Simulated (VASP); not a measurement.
The system is Pd.

```xyz
3
Lattice="4.3647 0.0000 0.0000 -2.1823 3.7799 0.0000 0.0000 0.0000 2.6755" Properties=species:S:1:pos:R:3 pbc="T T T"
Pd    0.0000    0.0000    0.0000
Pd    0.0000    2.5199    1.3378
Pd    2.1823    1.2600    1.3378
```

This isn't the form of Pd at room conditions, which is fcc.

- Program: VASP 6.6.1
- Task: relaxation of cell and atoms
- Functional: PBE
- Potentials or basis: VASP PAW PBE potentials, release 64 (Pd)
- Cutoff: 500 eV
- k mesh: 8 × 8 × 12
- Occupations: fermi-dirac, width 0.05 eV
- Spin: collinear spin
- Starting moments: [0.5, 0.5, 0.5] μB

At the start: pressure 11.8 GPa; volume 14.71 Å³/atom.

Question: Where does the relaxation end?

Answer: Over 6 steps the energy falls by 41.1 meV/atom and the volume is 15.64 Å³/atom (+6.3 %); space group P6/mmm (No. 191, to 0.1 Å) before and after; moment 0.00 μB per cell.

The path:
| step | energy change (eV) | largest force (eV/Å) | pressure (GPa) | volume (Å³) |
| --- | --- | --- | --- | --- |
| 1 | 0.0000 | 0.0000 | 11.78 | 44.14 |
| 2 | 0.0514 | 0.0000 | -11.24 | 51.39 |
| 3 | -0.1177 | 0.0000 | -0.88 | 47.20 |
| 4 | -0.1177 | 0.0000 | -0.67 | 47.14 |
| 5 | -0.1233 | 0.0000 | 0.12 | 46.89 |
| 6 | -0.1233 | 0.0000 | 0.04 | 46.91 |

Final structure:
```cif
data_structure
_symmetry_space_group_name_H-M 'P 1'
_symmetry_Int_Tables_number 1
_cell_length_a 4.5029
_cell_length_b 4.5029
_cell_length_c 2.6717
_cell_angle_alpha 90.000
_cell_angle_beta 90.000
_cell_angle_gamma 120.000
_cell_volume 46.91
loop_
_atom_site_label
_atom_site_type_symbol
_atom_site_fract_x
_atom_site_fract_y
_atom_site_fract_z
_atom_site_occupancy
Pd1 Pd 0.00000 0.00000 0.00000 1
Pd2 Pd 0.33333 0.66667 0.50000 1
Pd3 Pd 0.66667 0.33333 0.50000 1
```
